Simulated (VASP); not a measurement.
# AgI (F-43m) in VASP: notebook

Runs on AgI. Level: PBEsol. Tasks: relaxation of cell and atoms.

Everything below comes from runs of VASP 6.6.1. Logs are shortened: lines on timing, memory, paths and dates and some standing lists are left out, and cuts for length are marked.

**1. The cell of the first run**

The structure is cubic, space group F-43m (No. 216). Conventional cell: a = 6.450 Å, b = 6.450 Å, c = 6.450 Å, α = 90.00°, β = 90.00°, γ = 90.00°. Ag (site symmetry -43m) has 4 I at 2.79 Å within 3.7 Å. I (site symmetry -43m) has 4 Ag at 2.79 Å within 3.7 Å.

**2. Relaxation of cell and atoms, PBEsol, target pressure 2 GPa, at which the enthalpy is minimised**

Input file INCAR:

```
SYSTEM = AgI
ALGO = Normal ; EDIFF = 1E-7
EDIFFG = -0.002 ; ENCUT = 500
GGA = PS ; GGA_COMPAT = .False.
IBRION = 2 ; ISIF = 3
ISMEAR = 0 ; LASPH = .True.
LCHARG = .False. ; LREAL = .False.
LWAVE = .False. ; NELM = 120
NELMIN = 4 ; NSW = 100
PREC = Accurate ; PSTRESS = 20.0
SIGMA = 0.01
```

Input file KPOINTS:

```
k-points
0
Gamma
  6 6 6
  0 0 0
```

Input file POSCAR:

```
AgI
1.0
    3.2250452875      3.2250452875      0.0000000000
   -3.2250452875      3.2250452875      0.0000000000
    0.0000000000      3.2250452875      3.2250452875
Ag I
1 1
Direct
    0.0000000000      0.0000000000      0.0000000000
    0.7500000000      0.2500000000      0.5000000000
```

Potentials or basis: VASP PAW PBE potentials, release 64 (Ag, I).

Command:

```console
$ cat potpaw_PBE.64/Ag/POTCAR potpaw_PBE.64/I/POTCAR > POTCAR
$ mpirun -np 1 vasp_std > vasp.out
```

OUTCAR:

```text
SYSTEM = AgI
   EDIFF = 1E-7
   EDIFFG = -0.002
   ENCUT = 500
   GGA = PS
   IBRION = 2
   ISIF = 3
   ISMEAR = 0
   LASPH = .True.
   LREAL = .False.
   NELM = 120
   NELMIN = 4
   NSW = 100
   PREC = Accurate
   PSTRESS = 20.0

 ion  position               nearest neighbor table
   1  0.000  0.000  0.000-   2 2.79   2 2.79   2 2.79   2 2.79
   2  0.750  0.250  0.500-   1 2.79   1 2.79   1 2.79   1 2.79

  LATTYP: Found a face centered cubic cell.
 ALAT       =     6.4500905750

  Lattice vectors:

 A1 = (   0.0000000000,   3.2250452875,   3.2250452875)
 A2 = (   3.2250452875,   0.0000000000,   3.2250452875)
 A3 = (   3.2250452875,   3.2250452875,   0.0000000000)

Analysis of symmetry for initial positions (statically):
=====================================================================
 Subroutine PRICEL returns:
 Original cell was already a primitive cell.

 Routine SETGRP: Setting up the symmetry group for a
 face centered cubic supercell.

 Subroutine GETGRP returns: Found 24 space group operations
 (whereof 24 operations were pure point group operations)
 out of a pool of 48 trial point group operations.

The static configuration has the point symmetry T_d .

Analysis of symmetry for dynamics (positions and initial velocities):
=====================================================================
 Subroutine PRICEL returns:
 Original cell was already a primitive cell.

 Routine SETGRP: Setting up the symmetry group for a
 face centered cubic supercell.

 Subroutine GETGRP returns: Found 24 space group operations
 (whereof 24 operations were pure point group operations)
 out of a pool of 48 trial point group operations.

The dynamic configuration has the point symmetry T_d .

 Subroutine INISYM returns: Found 24 space group operations
 (whereof 24 operations are pure point group operations),
 and found     1 'primitive' translations

----------------------------------------------------------------------------------------

                                     Primitive cell

  volume of cell :      67.0869

  direct lattice vectors                    reciprocal lattice vectors
     3.225045287  3.225045287  0.000000000     0.155036583  0.155036583 -0.155036583
    -3.225045287  3.225045287  0.000000000    -0.155036583  0.155036583 -0.155036583
     0.000000000  3.225045287  3.225045287     0.000000000  0.000000000  0.310073165

  length of vectors
     4.560902785  4.560902785  4.560902785     0.268531238  0.268531238  0.310073165

  position of ions in fractional coordinates (direct lattice)
     0.000000000  0.000000000  0.000000000
     0.750000000  0.250000000  0.500000000

  ion indices of the primitive-cell ions
   primitive index   ion index
                 1           1
                 2           2

----------------------------------------------------------------------------------------

 KPOINTS: k-points

Automatic generation of k-mesh.
 Grid dimensions read from file:
 generate k-points for:    6    6    6

 Generating k-lattice:

  Cartesian coordinates                     Fractional coordinates (reciprocal lattice)
     0.025839430  0.025839430 -0.025839430     0.166666667  0.000000000  0.000000000
    -0.025839430  0.025839430 -0.025839430     0.000000000  0.166666667  0.000000000
     0.000000000  0.000000000  0.051678861     0.000000000  0.000000000  0.166666667

  Length of vectors
     0.044755206  0.044755206  0.051678861

  Shift w.r.t. Gamma in fractional coordinates (k-lattice)
     0.000000000  0.000000000  0.000000000

 Subroutine IBZKPT returns following result:
 ===========================================

 Found     16 irreducible k-points:

 Following reciprocal coordinates:
            Coordinates               Weight
  0.000000  0.000000  0.000000      1.000000
  0.166667  0.000000  0.000000      8.000000
  0.333333  0.000000  0.000000      8.000000
  0.500000  0.000000  0.000000      4.000000
  0.166667  0.166667  0.000000     12.000000
  0.333333  0.166667  0.000000     24.000000
[... 8 lines left out ...]
  0.500000  0.333333  0.166667     24.000000
  0.500000  0.500000  0.166667     12.000000
   k-points           NKPTS =     16   k-points in BZ     NKDIM =     16   number of bands    NBANDS=     13
   number of dos      NEDOS =    301   number of ions     NIONS =      2
   total plane-waves  NPLWV =  46656
   dimension x,y,z NGX =    36 NGY =   36 NGZ =   36
   dimension x,y,z NGXF=    72 NGYF=   72 NGZF=   72
   ions per type =               1   1
   NGX,Y,Z   is equivalent  to a cutoff of  13.12, 13.12, 13.12 a.u.
   NGXF,Y,Z  is equivalent  to a cutoff of  26.24, 26.24, 26.24 a.u.
 SYSTEM =  AgI
   PREC   = accura    normal or accurate (medium, high low for compatibility)
   ISTART =      0    job   : 0-new  1-cont  2-samecut
   ICHARG =      2    charge: 1-file 2-atom 10-const
   ISPIN  =      1    spin polarized calculation?
   LNONCOLLINEAR =      F non collinear calculations
   LSORBIT =      F    spin-orbit coupling
   LASPH  =      T    aspherical Exc in radial PAW
   ENCUT  =  500.0 eV  36.75 Ry    6.06 a.u.   8.32  8.32  8.32*2*pi/ulx,y,z
   NELM   =    120;   NELMIN=  4; NELMDL= -5     # of ELM steps
   EDIFF  = 0.1E-06   stopping-criterion for ELM
   LREAL  =      F    real-space projection
   EDIFFG = -.2E-02   stopping-criterion for IOM
   NSW    =    100    number of steps for IOM
   IBRION =      2    ionic relax: 0-MD 1-quasi-New 2-CG
   NFREE  =      1    steps in history (QN), initial steepest desc. (CG)
   ISIF   =      3    stress and relaxation
   ISYM   =      2    0-nonsym 1-usesym 2-fastsym
   POTIM  = 0.5000    time-step for ionic-motion
   TEBEG  =    0.0;   TEEND  =   0.0 temperature during run
   PSTRESS=   20.0 pullay stress
   NELECT =      18.0000    total number of electrons
   NUPDOWN=      -1.0000    fix difference up-down
   EMIN   =  10.00;   EMAX   =-10.00  energy-range for DOS
   EFERMI =   0.00;   METHOD = LEGACY
   ISMEAR =     0;   SIGMA  =   0.01  broadening in eV -4-tet -1-fermi 0-gaus
   EFERMI_NEDOS =   21; number of points for ismear=-14 and -15
   IALGO  =     38    algorithm
   IMIX   =      4    mixing-type and parameters
     AMIX     =   0.40;   BMIX     =  1.00
     AMIX_MAG =   1.60;   BMIX_MAG =  1.00
  volume/ion in A,a.u.               =      33.54       226.36
  Fermi-wavevector in a.u.,A,eV,Ry     =   1.055893  1.995348 15.169268  1.114910
  Thomas-Fermi vector in A             =   2.191108
   LORBIT       =      0    0 simple, 1 ext, 2 COOP (PROOUT), +10 PAW based schemes
   GGA     = PS    functional components
   LHFCALC =     F    Hartree Fock is set to
   AEXX    =    0.0000 exact exchange contribution
   IVDW    =     0    specifies the selected vdW correction
   LEPSILON=     F    determine dielectric tensor
   LRPA    =     F    only Hartree local field effects (RPA)
 conjugate gradient relaxation of ions
 non-spin polarized calculation
 Gauss-broadening in eV      SIGMA  =   0.01
  energy-cutoff  :      500.00
  volume of cell :       67.09
 maximum number of plane-waves:      1724
 NGX is ok and might be reduce to    36
   NGX = 17   NGY = 17   NGZ = 17

--------------------------------------- Ionic step        1  -------------------------------------------

 number of electron      17.9999998 magnetization

 Free energy of the ion-electron system (eV)
  ---------------------------------------------------
  ext. energy  EPLUGINS =         0.00000000
  ---------------------------------------------------
  free energy    TOTEN  =        -5.45349563 eV

  energy without entropy =       -5.45349563  energy(sigma->0) =       -5.45349563

------------------------ aborting loop because EDIFF is reached ----------------------------------------

  FORCE on cell =-STRESS in cart. coord.  units (eV):
  Direction    XX          YY          ZZ          XY          YZ          ZX
  --------------------------------------------------------------------------------------
  -------------------------------------------------------------------------------------
  Total       -0.0076534     -0.0076534     -0.0076534      0.0000000     -0.0000000      0.0000000
  in kB       -0.1827789     -0.1827789     -0.1827789      0.0000000     -0.0000000      0.0000000
  external PRESSURE =     -20.1827789 kB  Pullay stress =      20.0000000 kB

 VOLUME and BASIS-vectors are now :
 -----------------------------------------------------------------------------
  energy-cutoff  :      500.00
  volume of cell :       67.09
      direct lattice vectors                 reciprocal lattice vectors
     3.225045287  3.225045287  0.000000000     0.155036583  0.155036583 -0.155036583
    -3.225045287  3.225045287  0.000000000    -0.155036583  0.155036583 -0.155036583
     0.000000000  3.225045287  3.225045287     0.000000000  0.000000000  0.310073165

 POSITION                                       TOTAL-FORCE (eV/Angst)
 -----------------------------------------------------------------------------------
      0.00000      0.00000      0.00000         0.000000     -0.000000      0.000000
      1.61252      4.83757      1.61252        -0.000000      0.000000     -0.000000
 -----------------------------------------------------------------------------------
    total drift:                               -0.000000     -0.000000      0.000000

  FREE ENERGIE OF THE ION-ELECTRON SYSTEM (eV)
  ---------------------------------------------------
  free  energy   TOTEN  =        -5.4534956265 eV
[... 19 lines left out ...]
 VOLUME and BASIS-vectors are now :
 -----------------------------------------------------------------------------
  energy-cutoff  :      500.00
  volume of cell :       63.07
      direct lattice vectors                 reciprocal lattice vectors
     3.159302995  3.159302995  0.000000000     0.158262756  0.158262756 -0.158262756
    -3.159302995  3.159302995 -0.000000000    -0.158262756  0.158262756 -0.158262756
     0.000000000  3.159302995  3.159302995    -0.000000000  0.000000000  0.316525513

 POSITION                                       TOTAL-FORCE (eV/Angst)
 -----------------------------------------------------------------------------------
     -3.15930      3.15930     -0.00000         0.000000     -0.000000      0.000000
      1.57965      4.73895      1.57965        -0.000000      0.000000      0.000000
 -----------------------------------------------------------------------------------
    total drift:                                0.000000      0.000000      0.000000

  FREE ENERGIE OF THE ION-ELECTRON SYSTEM (eV)
  ---------------------------------------------------
  free  energy   TOTEN  =        -5.4249957178 eV

  energy  without entropy=       -5.4249957178  energy(sigma->0) =       -5.42499572

  enthalpy is  TOTEN    =        -4.6377265440 eV   P V=        0.7872691738

--------------------------------------- Ionic step        3  -------------------------------------------

 number of electron      18.0000002 magnetization

 Free energy of the ion-electron system (eV)
  ---------------------------------------------------
  ext. energy  EPLUGINS =         0.00000000
  ---------------------------------------------------
  free energy    TOTEN  =        -5.43367761 eV

  energy without entropy =       -5.43367761  energy(sigma->0) =       -5.43367761

 E-fermi :   3.9191     XC(G=0):  -8.9785

 val. band max:        3.8528988362   @ k =   0.0000   0.0000   0.0000
 cond. band min:       5.0505106266   @ k =   0.0000   0.0000   0.0000
 fundamental gap:      1.1976117904
 Fermi energy:         3.9190692299

 k-point     1 :       0.0000    0.0000    0.0000
  band No.  band energies     occupation
      1      -9.4226      2.00000
      2      -0.8511      2.00000
      3      -0.8511      2.00000
      4      -0.8511      2.00000
      5       0.4222      2.00000
      6       0.4222      2.00000
      7       3.8529      2.00000
      8       3.8529      2.00000
      9       3.8529      2.00000
     10       5.0505      0.00000
     11       9.3857      0.00000
     12       9.3857      0.00000
     13       9.3857      0.00000

 k-point     2 :       0.1667    0.0000    0.0000
  band No.  band energies     occupation
      1      -9.3374      2.00000
      2      -0.9020      2.00000
      3      -0.7999      2.00000
      4      -0.7999      2.00000
      5       0.4154      2.00000
      6       0.4154      2.00000
      7       2.6837      2.00000
      8       3.6336      2.00000
      9       3.6336      2.00000
     10       6.0023      0.00000
     11       9.1636      0.00000
     12       9.6932      0.00000
     13       9.6932      0.00000
[... 235 lines left out ...]
 VOLUME and BASIS-vectors are now :
 -----------------------------------------------------------------------------
  energy-cutoff  :      500.00
  volume of cell :       63.69
      direct lattice vectors                 reciprocal lattice vectors
     3.169695099  3.169695099  0.000000000     0.157743879  0.157743879 -0.157743879
    -3.169695099  3.169695099 -0.000000000    -0.157743879  0.157743879 -0.157743879
     0.000000000  3.169695099  3.169695099    -0.000000000  0.000000000  0.315487758

 POSITION                                       TOTAL-FORCE (eV/Angst)
 -----------------------------------------------------------------------------------
      0.00000      0.00000      0.00000        -0.000000      0.000000      0.000000
      1.58485      4.75454      1.58485         0.000000     -0.000000      0.000000
 -----------------------------------------------------------------------------------
    total drift:                               -0.000000      0.000000      0.000000

  FREE ENERGIE OF THE ION-ELECTRON SYSTEM (eV)
  ---------------------------------------------------
  free  energy   TOTEN  =        -5.4336776064 eV

  energy  without entropy=       -5.4336776064  energy(sigma->0) =       -5.43367761

  enthalpy is  TOTEN    =        -4.6386140009 eV   P V=        0.7950636055

 reached required accuracy - stopping structural energy minimisation
```

It took 46 s on 1 thread of Intel Xeon 6975P-C, shared host; peak memory 0.21 GiB.

What came out:

| Item | Value |
| --- | --- |
| Free energy | -5.4337 eV |
| Relaxed volume | 31.85 Å³/atom |
| Relaxed cell | a = 4.483 Å, b = 4.483 Å, c = 4.483 Å, α = 60.00°, β = 60.00°, γ = 90.00° |
| Space group after relaxing (to 0.05 Å) | F-43m (No. 216) |
| Energy change on relaxing (the enthalpy is what falls) | +9.9 meV/atom |
| Ionic steps | 3 |
| Pressure after relaxing | 2.0 GPa |
| Band gap on the k mesh | 1.20 eV, direct |

The path:
```csv
step,energy change (eV),largest force (eV/Å),pressure (GPa),volume (Å³)
1,0.0000,0.0000,-0.02,67.09
2,0.0285,0.0000,2.45,63.07
3,0.0198,0.0000,2.00,63.69
```

Final structure:
```cif
data_structure
_symmetry_space_group_name_H-M 'P 1'
_symmetry_Int_Tables_number 1
_cell_length_a 4.4826
_cell_length_b 4.4826
_cell_length_c 4.4826
_cell_angle_alpha 60.000
_cell_angle_beta 60.000
_cell_angle_gamma 90.000
_cell_volume 63.69
loop_
_atom_site_label
_atom_site_type_symbol
_atom_site_fract_x
_atom_site_fract_y
_atom_site_fract_z
_atom_site_occupancy
Ag1 Ag 0.00000 0.00000 0.00000 1
I1 I 0.75000 0.25000 0.50000 1
```

Caveat: the cell is relaxed towards a set pressure, so the enthalpy falls and the energy may rise; the PAW data sets were made with another functional, which shifts forces and pressure a little; spin-orbit coupling is left out, which moves the levels of the heavy elements.

[end of part 1 of 3]
